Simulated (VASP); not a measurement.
# MgSe (Fm-3m) in VASP: notebook, part 2 of 2

VASP 6.6.1. Earlier steps stand in the parts before.

**5. Single point, r2SCAN (volume changed by +3%)**

POSCAR reads:

```
MgSe
1.0
    0.0000000000      2.7633692098      2.7633692098
    2.7633692098      0.0000000000      2.7633692098
    2.7633692098      2.7633692098      0.0000000000
Mg Se
1 1
Direct
    0.0000000000      0.0000000000      0.0000000000
    0.5000000000      0.5000000000      0.5000000000
```

INCAR.step1 reads:

```
  PREC = Accurate
  ENCUT = 660
  ISMEAR = 0
  SIGMA = 0.01
  LREAL = F
  LASPH = T
  NELM = 120
  NBANDS = 11
  GGA = PE
  ALGO = Normal
  EDIFF = 1E-5
  LWAVE = T
  LCHARG = F
  GGA_COMPAT = F
```

INCAR.step2 reads:

```
  PREC = Accurate
  ENCUT = 660
  EDIFF = 1E-6
  ISMEAR = 0
  SIGMA = 0.01
  LREAL = F
  LASPH = T
  NELM = 120
  ALGO = Normal
  ISIF = 2
  LWAVE = F
  LCHARG = F
  METAGGA = R2SCAN
  LMIXTAU = T
  NBANDS = 11
  ISTART = 1
  GGA_COMPAT = F
```

KPOINTS reads:

```
regular mesh
0
Gamma
  6 6 6
```

Potentials or basis: VASP PAW PBE potentials, release 64 (Mg, Se).

Command:

```sh
$ cat potpaw_PBE.64/Mg/POTCAR potpaw_PBE.64/Se/POTCAR > POTCAR
$ cp INCAR.step1 INCAR
$ mpirun -np 1 vasp_std > vasp.out
$ cp INCAR.step2 INCAR
$ mpirun -np 1 vasp_std > vasp.out
```

OUTCAR:

```text
PREC = Accurate
   ENCUT = 660
   EDIFF = 1E-6
   ISMEAR = 0
   LREAL = F
   LASPH = T
   NELM = 120
   ISIF = 2
   METAGGA = R2SCAN
   ISTART = 1

 ion  position               nearest neighbor table
   1  0.000  0.000  0.000-   2 2.76   2 2.76   2 2.76   2 2.76   2 2.76   2 2.76
   2  0.500  0.500  0.500-   1 2.76   1 2.76   1 2.76   1 2.76   1 2.76   1 2.76

  LATTYP: Found a face centered cubic cell.
 ALAT       =     5.5267384196

  Lattice vectors:

 A1 = (   0.0000000000,   2.7633692098,   2.7633692098)
 A2 = (   2.7633692098,   0.0000000000,   2.7633692098)
 A3 = (   2.7633692098,   2.7633692098,   0.0000000000)

Analysis of symmetry for initial positions (statically):
=====================================================================
 Subroutine PRICEL returns:
 Original cell was already a primitive cell.

 Routine SETGRP: Setting up the symmetry group for a
 face centered cubic supercell.

 Subroutine GETGRP returns: Found 48 space group operations
 (whereof 48 operations were pure point group operations)
 out of a pool of 48 trial point group operations.

The static configuration has the point symmetry O_h .

Analysis of symmetry for dynamics (positions and initial velocities):
=====================================================================
 Subroutine PRICEL returns:
 Original cell was already a primitive cell.

 Routine SETGRP: Setting up the symmetry group for a
 face centered cubic supercell.

 Subroutine GETGRP returns: Found 48 space group operations
 (whereof 48 operations were pure point group operations)
 out of a pool of 48 trial point group operations.

The dynamic configuration has the point symmetry O_h .

 Subroutine INISYM returns: Found 48 space group operations
 (whereof 48 operations are pure point group operations),
 and found     1 'primitive' translations

----------------------------------------------------------------------------------------

                                     Primitive cell

  volume of cell :      42.2033

  direct lattice vectors                    reciprocal lattice vectors
     0.000000000  2.763369210  2.763369210    -0.180938544  0.180938544  0.180938544
     2.763369210  0.000000000  2.763369210     0.180938544 -0.180938544  0.180938544
     2.763369210  2.763369210  0.000000000     0.180938544  0.180938544 -0.180938544

  length of vectors
     3.907994214  3.907994214  3.907994214     0.313394750  0.313394750  0.313394750

  position of ions in fractional coordinates (direct lattice)
     0.000000000  0.000000000  0.000000000
     0.500000000  0.500000000  0.500000000

  ion indices of the primitive-cell ions
   primitive index   ion index
                 1           1
                 2           2

----------------------------------------------------------------------------------------

 KPOINTS: regular mesh

Automatic generation of k-mesh.
 Grid dimensions read from file:
 generate k-points for:    6    6    6

 Generating k-lattice:

  Cartesian coordinates                     Fractional coordinates (reciprocal lattice)
    -0.030156424  0.030156424  0.030156424     0.166666667  0.000000000  0.000000000
     0.030156424 -0.030156424  0.030156424     0.000000000  0.166666667  0.000000000
     0.030156424  0.030156424 -0.030156424     0.000000000  0.000000000  0.166666667

  Length of vectors
     0.052232458  0.052232458  0.052232458

  Shift w.r.t. Gamma in fractional coordinates (k-lattice)
     0.000000000  0.000000000  0.000000000

 Subroutine IBZKPT returns following result:
 ===========================================

 Found     16 irreducible k-points:

 Following reciprocal coordinates:
            Coordinates               Weight
  0.000000  0.000000  0.000000      1.000000
  0.166667  0.000000  0.000000      8.000000
  0.333333  0.000000  0.000000      8.000000
  0.500000  0.000000  0.000000      4.000000
  0.166667  0.166667  0.000000      6.000000
  0.333333  0.166667  0.000000     24.000000
[... 8 lines left out ...]
 -0.333333  0.333333  0.166667     24.000000
 -0.333333  0.500000  0.166667     12.000000
   k-points           NKPTS =     16   k-points in BZ     NKDIM =     16   number of bands    NBANDS=     11
   number of dos      NEDOS =    301   number of ions     NIONS =      2
   total plane-waves  NPLWV =  46656
   dimension x,y,z NGX =    36 NGY =   36 NGZ =   36
   dimension x,y,z NGXF=    72 NGYF=   72 NGZF=   72
   ions per type =               1   1
   NGX,Y,Z   is equivalent  to a cutoff of  15.31, 15.31, 15.31 a.u.
   NGXF,Y,Z  is equivalent  to a cutoff of  30.63, 30.63, 30.63 a.u.
 SYSTEM =  unknown system
   PREC   = accura    normal or accurate (medium, high low for compatibility)
   ISTART =      1    job   : 0-new  1-cont  2-samecut
   ICHARG =      0    charge: 1-file 2-atom 10-const
   ISPIN  =      1    spin polarized calculation?
   LNONCOLLINEAR =      F non collinear calculations
   LSORBIT =      F    spin-orbit coupling
   LASPH  =      T    aspherical Exc in radial PAW
   ENCUT  =  660.0 eV  48.51 Ry    6.96 a.u.   8.19  8.19  8.19*2*pi/ulx,y,z
   NELM   =    120;   NELMIN=  2; NELMDL=  0     # of ELM steps
   EDIFF  = 0.1E-05   stopping-criterion for ELM
   LREAL  =      F    real-space projection
   EDIFFG = 0.1E-04   stopping-criterion for IOM
   NSW    =      0    number of steps for IOM
   IBRION =     -1    ionic relax: 0-MD 1-quasi-New 2-CG
   NFREE  =      0    steps in history (QN), initial steepest desc. (CG)
   ISIF   =      2    stress and relaxation
   ISYM   =      2    0-nonsym 1-usesym 2-fastsym
   POTIM  = 0.5000    time-step for ionic-motion
   TEBEG  =    0.0;   TEEND  =   0.0 temperature during run
   PSTRESS=    0.0 pullay stress
   NELECT =       8.0000    total number of electrons
   NUPDOWN=      -1.0000    fix difference up-down
   EMIN   =  10.00;   EMAX   =-10.00  energy-range for DOS
   EFERMI =   0.00;   METHOD = LEGACY
   ISMEAR =     0;   SIGMA  =   0.01  broadening in eV -4-tet -1-fermi 0-gaus
   EFERMI_NEDOS =   21; number of points for ismear=-14 and -15
   IALGO  =     38    algorithm
   IMIX   =      4    mixing-type and parameters
     AMIX     =   0.40;   BMIX     =  1.00
     AMIX_MAG =   1.60;   BMIX_MAG =  1.00
  volume/ion in A,a.u.               =      21.10       142.40
  Fermi-wavevector in a.u.,A,eV,Ry     =   0.940422  1.777139 12.032894  0.884393
  Thomas-Fermi vector in A             =   2.067832
   LORBIT       =      0    0 simple, 1 ext, 2 COOP (PROOUT), +10 PAW based schemes
   METAGGA = R2SCAN    functional components
   LHFCALC =     F    Hartree Fock is set to
   AEXX    =    0.0000 exact exchange contribution
   IVDW    =     0    specifies the selected vdW correction
   LEPSILON=     F    determine dielectric tensor
   LRPA    =     F    only Hartree local field effects (RPA)
 non-spin polarized calculation
 Gauss-broadening in eV      SIGMA  =   0.01
  energy-cutoff  :      660.00
  volume of cell :       42.20
 maximum number of plane-waves:      1660
 NGX is ok and might be reduce to    36
   NGX = 17   NGY = 17   NGZ = 17

 number of electron       8.0000000 magnetization

 Free energy of the ion-electron system (eV)
  ---------------------------------------------------
  ext. energy  EPLUGINS =         0.00000000
  ---------------------------------------------------
  free energy    TOTEN  =       -21.36866958 eV

  energy without entropy =      -21.36866958  energy(sigma->0) =      -21.36866958

 E-fermi :   2.6976     XC(G=0):  -9.6770

 val. band max:        2.6305717066   @ k =   0.0000   0.0000   0.0000
 cond. band min:       5.0161028404   @ k =   0.5000   0.5000   0.0000
 fundamental gap:      2.3855311337
 Fermi energy:         2.6976005373

 k-point     1 :       0.0000    0.0000    0.0000
  band No.  band energies     occupation
      1     -10.5263      2.00000
      2       2.6306      2.00000
      3       2.6306      2.00000
      4       2.6306      2.00000
      5       5.8319      0.00000
      6      10.6678      0.00000
      7      10.6678      0.00000
      8      10.6678      0.00000
      9      13.1200      0.00000
     10      13.1200      0.00000
     11      14.5410      0.00000
[... 197 lines left out ...]
 k-point    16 :      -0.3333    0.5000    0.1667
  band No.  band energies     occupation
      1      -9.1327      2.00000
      2      -1.0420      2.00000
      3       0.0755      2.00000
      4       0.3801      2.00000
      5       6.7131      0.00000
      6       9.0650      0.00000
      7      11.4024      0.00000
      8      12.7446      0.00000
      9      15.9553      0.00000
     10      17.2795      0.00000
     11      17.8191      0.00000

------------------------ aborting loop because EDIFF is reached ----------------------------------------

  FORCE on cell =-STRESS in cart. coord.  units (eV):
  Direction    XX          YY          ZZ          XY          YZ          ZX
  --------------------------------------------------------------------------------------
  -------------------------------------------------------------------------------------
  Total       -0.5616001     -0.5616001     -0.5616001      0.0000000      0.0000000      0.0000000
  in kB      -21.3201861    -21.3201861    -21.3201861      0.0000000      0.0000000      0.0000000
  external PRESSURE =     -21.3201861 kB  Pullay stress =       0.0000000 kB

 VOLUME and BASIS-vectors are now :
 -----------------------------------------------------------------------------
  energy-cutoff  :      660.00
  volume of cell :       42.20
      direct lattice vectors                 reciprocal lattice vectors
     0.000000000  2.763369210  2.763369210    -0.180938544  0.180938544  0.180938544
     2.763369210  0.000000000  2.763369210     0.180938544 -0.180938544  0.180938544
     2.763369210  2.763369210  0.000000000     0.180938544  0.180938544 -0.180938544

 POSITION                                       TOTAL-FORCE (eV/Angst)
 -----------------------------------------------------------------------------------
      0.00000      0.00000      0.00000         0.000000      0.000000      0.000000
      2.76337      2.76337      2.76337        -0.000000     -0.000000     -0.000000
 -----------------------------------------------------------------------------------
    total drift:                                0.000000      0.000000      0.000000

  FREE ENERGIE OF THE ION-ELECTRON SYSTEM (eV)
  ---------------------------------------------------
  free  energy   TOTEN  =       -21.3686695762 eV

  energy  without entropy=      -21.3686695762  energy(sigma->0) =      -21.36866958
```

OUTCAR.step1:

```text
PREC = Accurate
   ENCUT = 660
   ISMEAR = 0
   LREAL = F
   LASPH = T
[... 434 lines left out ...]
 -----------------------------------------------------------------------------------
      0.00000      0.00000      0.00000         0.000000      0.000000      0.000000
      2.76337      2.76337      2.76337        -0.000000     -0.000000     -0.000000
 -----------------------------------------------------------------------------------
    total drift:                                0.000000      0.000000      0.000000

  FREE ENERGIE OF THE ION-ELECTRON SYSTEM (eV)
  ---------------------------------------------------
  free  energy   TOTEN  =        -7.4848039449 eV

  energy  without entropy=       -7.4848039449  energy(sigma->0) =       -7.48480394
```

It took 2.9 min on 1 thread of Intel Xeon 8259CL, shared host; peak memory 0.22 GiB.

Results:

| Item | Value |
| --- | --- |
| Free energy | -21.3687 eV |
| Pressure | -2.1 GPa |
| Band gap on the k mesh | 2.39 eV, indirect (least direct gap 3.20 eV) |

Caveat: the PAW data sets were made with another functional, which shifts forces and pressure a little. A k mesh can miss the band edges.

**6. Overview**

```tsv
level	cell	k mesh	cutoff (eV)	gap on the mesh (eV)	pressure (GPa)
PBE	a = 3.870 Å, angles 60.0°, 2 atoms	8 × 8 × 8	600	1.78	1.1
r2SCAN	a = 3.870 Å, angles 60.0°, 2 atoms	6 × 6 × 6	660	2.44	-0.3
r2SCAN	a = 3.831 Å, angles 60.0°, 2 atoms	6 × 6 × 6	660	2.49	1.9
r2SCAN	a = 3.908 Å, angles 60.0°, 2 atoms	6 × 6 × 6	660	2.39	-2.1
```

Alike in all rows: task single point; potentials or basis VASP PAW PBE potentials, release 64 (Mg, Se); no spin polarisation; smearing gaussian 0.01 eV.

Caveats: the PAW data sets were made with another functional, which shifts forces and pressure a little (some runs).

Absolute energies hang on the potentials; compare differences alone.
